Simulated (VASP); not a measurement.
# In2S: single point with PBE

Crystal: In2S.

```xyz
3
Lattice="2.9501 0.0000 0.0000 0.0000 2.9501 0.0000 0.0000 0.0000 8.8512" Properties=species:S:1:pos:R:3 pbc="T T T"
In    0.0000    0.0000    6.1883
In    0.0000    0.0000    2.6629
S     0.0000    0.0000    0.0000
```

The cell was built from a structure type or drawn by symmetry, and may not be a known phase.

| Item | Value |
| --- | --- |
| Program | VASP 6.6.1 |
| Task | single point |
| Functional | PBE |
| Potentials or basis | VASP PAW PBE potentials, release 64 (In_d, S) |
| Cutoff | 500 eV |
| k mesh | 4 × 4 × 2 |
| Occupations | gaussian, width 0.15 eV |
| Spin | no spin polarisation |

* Pressure: 0.0 GPa
* Largest force: 0.036 eV/Å
* Band gap on the k mesh: zero (bands 16 and 17 overlap by 2.52 eV)

Forces in eV/Å, atoms in the order of the input:
```
In   0.000  0.000 -0.036
In   0.000  0.000  0.036
S    0.000  0.000  0.000
```

Stress tensor (GPa, compression positive):
```
-0.26  0.00  0.00
 0.00 -0.26  0.00
 0.00  0.00  0.40
```

Levels at points of the mesh, in eV from the Fermi level:
| k point | band 13 | band 14 | band 15 | band 16 | band 17 | band 18 |
| --- | --- | --- | --- | --- | --- | --- |
| (0.00, 0.00, 0.00) | -7.75 | -2.77 | -0.86 | 0.99 | 0.99 | 5.27 |
| (0.50, 0.00, 0.00) | -4.76 | -3.72 | -1.99 | -1.87 | -0.23 | 1.75 |
| (0.50, 0.50, 0.00) | -3.36 | -2.58 | 0.62 | 0.93 | 0.93 | 1.13 |
| (0.00, 0.00, 0.50) | -6.60 | -4.39 | 0.99 | 0.99 | 2.08 | 2.52 |
| (0.50, 0.00, 0.50) | -4.77 | -2.58 | -2.51 | -2.07 | -1.17 | 1.75 |
| (0.50, 0.50, 0.50) | -3.35 | -2.60 | 0.47 | 0.47 | 1.22 | 1.71 |

Run time: 20 s on 1 thread of Intel(R) Xeon(R) Platinum 8488C (Sapphire Rapids), with other jobs on the host, peak memory 0.19 GiB.

Caveat: the k points lie up to 0.53 Å⁻¹ apart, too coarse for converged energies and pressures of a metal; spin-orbit coupling is left out, which moves the levels of the heavy elements.
